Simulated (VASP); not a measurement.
# Ni (Fm-3m) in VASP: a series of runs, part 2 of 2

VASP 6.6.1. The steps go on from the part before.

## 3. Single point, LDA+U, collinear spin, zero start

INCAR

```
SYSTEM = Ni
  ALGO = Normal
  EDIFF = 1E-7
  ENCUT = 520
  ISIF = 2
  ISMEAR = 0
  ISPIN = 2
  LASPH = .TRUE.
  LCHARG = .FALSE.
  LDAU = .TRUE.
  LDAUJ = 0
  LDAUL = 2
  LDAUPRINT = 1
  LDAUTYPE = 2
  LDAUU = 4.2
  LMAXMIX = 4
  LORBIT = 11
  LREAL = .FALSE.
  LWAVE = .FALSE.
  MAGMOM = 0
  NBANDS = 15
  NELM = 150
  NUPDOWN = 0.0
  PREC = Accurate
  SIGMA = 0.05
```

KPOINTS

```
k-points
0
G
  15 15 15
  0 0 0
```

POSCAR

```
Ni
1.0
    0.0000000000      1.7810000000      1.7810000000
    1.7810000000      0.0000000000      1.7810000000
    1.7810000000      1.7810000000      0.0000000000
Ni
1
Direct
    0.0000000000      0.0000000000      0.0000000000
```

Potentials or basis: VASP PAW LDA potentials, release 64 (Ni).

The run is started by

```console
$ cat potpaw_LDA.64/Ni/POTCAR > POTCAR
$ mpirun -np 1 vasp_std > vasp.out
```

OUTCAR:

```text
SYSTEM = Ni
   EDIFF = 1E-7
   ENCUT = 520
   ISIF = 2
   ISMEAR = 0
   ISPIN = 2
   LASPH = .TRUE.
   LORBIT = 11
   LREAL = .FALSE.
   NELM = 150
   NUPDOWN = 0.0
   PREC = Accurate

 ion  position               nearest neighbor table
   1  0.000  0.000  0.000-

  LATTYP: Found a face centered cubic cell.
 ALAT       =     3.5620000000

  Lattice vectors:

 A1 = (   0.0000000000,   1.7810000000,   1.7810000000)
 A2 = (   1.7810000000,   0.0000000000,   1.7810000000)
 A3 = (   1.7810000000,   1.7810000000,   0.0000000000)

Analysis of symmetry for initial positions (statically):
=====================================================================
 Subroutine PRICEL returns:
 Original cell was already a primitive cell.

 Routine SETGRP: Setting up the symmetry group for a
 face centered cubic supercell.

 Subroutine GETGRP returns: Found 48 space group operations
 (whereof 48 operations were pure point group operations)
 out of a pool of 48 trial point group operations.

The static configuration has the point symmetry O_h .

Analysis of symmetry for dynamics (positions and initial velocities):
=====================================================================
 Subroutine PRICEL returns:
 Original cell was already a primitive cell.

 Routine SETGRP: Setting up the symmetry group for a
 face centered cubic supercell.

 Subroutine GETGRP returns: Found 48 space group operations
 (whereof 48 operations were pure point group operations)
 out of a pool of 48 trial point group operations.

The dynamic configuration has the point symmetry O_h .

Analysis of structural, dynamic, and magnetic symmetry:
=====================================================================
 Subroutine PRICEL returns:
[... 180 lines left out ...]
  o =  0.9055  v =  0.0000  0.0000  0.0000  0.0000  0.0000  0.0000 -0.0000 -0.9707 -0.0000  0.2404      0.0000  0.0000  0.0000  0.0000  0.0000  0.0000  0.0000  0.0000  0.0000  0.0000
  o =  0.9055  v =  0.0000 -0.0000  0.9999 -0.0000 -0.0153  0.0000  0.0000  0.0000  0.0000  0.0000      0.0000  0.0000  0.0000  0.0000  0.0000  0.0000  0.0000  0.0000  0.0000  0.0000
  o =  0.9055  v =  0.0000  0.0000 -0.0153  0.0000 -0.9999  0.0000  0.0000  0.0000  0.0000  0.0000      0.0000  0.0000  0.0000  0.0000  0.0000  0.0000  0.0000  0.0000  0.0000  0.0000

 number of electron      10.0000003 magnetization       0.0000000

 Free energy of the ion-electron system (eV)
  ---------------------------------------------------
  ext. energy  EPLUGINS =         0.00000000
  ---------------------------------------------------
  free energy    TOTEN  =        -3.70756030 eV

  energy without entropy =       -3.70381463  energy(sigma->0) =       -3.70568746

 E-fermi :   7.4759     XC(G=0): -13.3144

 val. band max:        7.4729077037   @ k =  -0.4667   0.2667   0.0000
 cond. band min:       7.4815594607   @ k =   0.4667   0.2667   0.0000
 fundamental gap:      0.0086517570
 Fermi energy:         7.4759270043

 spin component 1

 k-point     1 :       0.0000    0.0000    0.0000
  band No.  band energies     occupation
      1      -0.1965      1.00000
      2       5.7282      1.00000
      3       5.7282      1.00000
      4       5.7282      1.00000
      5       6.5007      1.00000
      6       6.5007      1.00000
      7      31.9217      0.00000
      8      35.4602      0.00000
      9      35.4602      0.00000
     10      35.4602      0.00000
     11      36.5928      0.00000
     12      36.5928      0.00000
[... 841 lines left out ...]
      4       6.0987      1.00000
      5       6.2854      1.00000
      6       6.6966      1.00000
      7      27.2567      0.00000
      8      29.7741      0.00000
      9      30.2660      0.00000
     10      32.3863      0.00000
     11      36.8253      0.00000
     12      40.7775      0.00000
     13      42.8395      0.00000
     14      43.4408      0.00000
     15      46.6281      0.00000

 [... further k-points ...]
[... 5 lines left out ...]
  --------------------------------------------------------------------------------------
  -------------------------------------------------------------------------------------
  Total       -2.2176543     -2.2176543     -2.2176543      0.0000000      0.0000000      0.0000000
  in kB     -314.4724946   -314.4724946   -314.4724946      0.0000000      0.0000000      0.0000000
  external PRESSURE =    -314.4724946 kB  Pullay stress =       0.0000000 kB

 VOLUME and BASIS-vectors are now :
 -----------------------------------------------------------------------------
  energy-cutoff  :      520.00
  volume of cell :       11.30
      direct lattice vectors                 reciprocal lattice vectors
     0.000000000  1.781000000  1.781000000    -0.280741157  0.280741157  0.280741157
     1.781000000  0.000000000  1.781000000     0.280741157 -0.280741157  0.280741157
     1.781000000  1.781000000  0.000000000     0.280741157  0.280741157 -0.280741157

 POSITION                                       TOTAL-FORCE (eV/Angst)
 -----------------------------------------------------------------------------------
      0.00000      0.00000      0.00000         0.000000     -0.000000      0.000000
 -----------------------------------------------------------------------------------
    total drift:                                0.000000      0.000000      0.000000

  FREE ENERGIE OF THE ION-ELECTRON SYSTEM (eV)
  ---------------------------------------------------
  free  energy   TOTEN  =        -3.7075602985 eV

  energy  without entropy=       -3.7038146279  energy(sigma->0) =       -3.70568746

 total charge

# of ion       s       p       d       tot
------------------------------------------
    1        0.452   0.392   8.524   9.368

 magnetization (x)

# of ion       s       p       d       tot
------------------------------------------
    1        0.000  -0.000   0.000   0.000
```

Run time: 31 s. Hardware: 1 thread of Intel Xeon Platinum 8488C (Sapphire Rapids), shared host; peak memory 0.14 GiB.

Results:

```
Free energy                                           : -3.7076 eV
Pressure                                              : -31.4 GPa
Net moment                                            : 0.00 μB per cell
Valence electrons inside the program's atomic spheres : Ni 9.37
```

Eigenvalues of the final occupation matrices:
```csv
site,spin,trace,eigenvalues
site 1 d,1,4.28,0.82 0.82 0.82 0.91 0.91
site 1 d,2,4.28,0.82 0.82 0.82 0.91 0.91
```

Caveat: the total moment is fixed, so each spin has its own Fermi level; the U is typed as a test and isn't derived for this compound.

## 4. Single point, LDA+U, collinear spin, ferromagnetic start

INCAR

```
ALGO = Normal
EDIFF = 1E-6
ENCUT = 520
GGA = CA
ISIF = 2
ISMEAR = 0
ISPIN = 2
LASPH = T
LCHARG = F
LDAU = T
LDAUJ = 0
LDAUL = 2
LDAUPRINT = 1
LDAUTYPE = 2
LDAUU = 4.2
LMAXMIX = 4
LORBIT = 11
LREAL = F
LWAVE = F
MAGMOM = 0.49
NBANDS = 15
NELM = 150
NUPDOWN = 0.49
PREC = Accurate
SIGMA = 0.05
```

KPOINTS

```
k-points
0
Gamma
  15 15 15
```

POSCAR is that of step 3.

The run is started by

```console
$ cat potpaw_LDA.64/Ni/POTCAR > POTCAR
$ mpirun -np 1 vasp_std > vasp.out
```

Run time: 27 s. Hardware: 1 thread of Intel Xeon Platinum 8488C (Sapphire Rapids), shared host; peak memory 0.14 GiB.

Results (log left out):

- Free energy: -3.8187 eV
- Pressure: -29.9 GPa
- Net moment: 0.49 μB per cell
- Site moments: Ni +0.52 μB
- Valence electrons inside the program's atomic spheres: Ni 9.37

Eigenvalues of the final occupation matrices:
| site | spin | trace | eigenvalues |
| --- | --- | --- | --- |
| site 1 d | 1 | 4.56 | 0.91 0.91 0.91 0.92 0.92 |
| site 1 d | 2 | 3.98 | 0.73 0.73 0.73 0.90 0.90 |

Caveat: the total moment is fixed, so each spin has its own Fermi level; the U is typed as a test and isn't derived for this compound.

## 5. Summary

```tsv
spin	fixed moment (μB)	pressure (GPa)	moment (μB)
collinear, ferromagnetic start	-	-28.6	0.66
collinear, zero start	0.0	-31.4	0.00
collinear, ferromagnetic start	0.49	-29.9	0.49
```

Alike in all rows: task single point; level LDA+U; potentials or basis VASP PAW LDA potentials, release 64 (Ni); Ni d U = 4.2 eV; cell as given; k mesh 15 × 15 × 15; cutoff (eV) 520; smearing gaussian 0.05 eV.

Caveats: the U is typed as a test and isn't derived for this compound; the total moment is fixed, so each spin has its own Fermi level (some runs).

Total energies depend on the potentials used, so only differences within one code and one set of settings carry meaning.
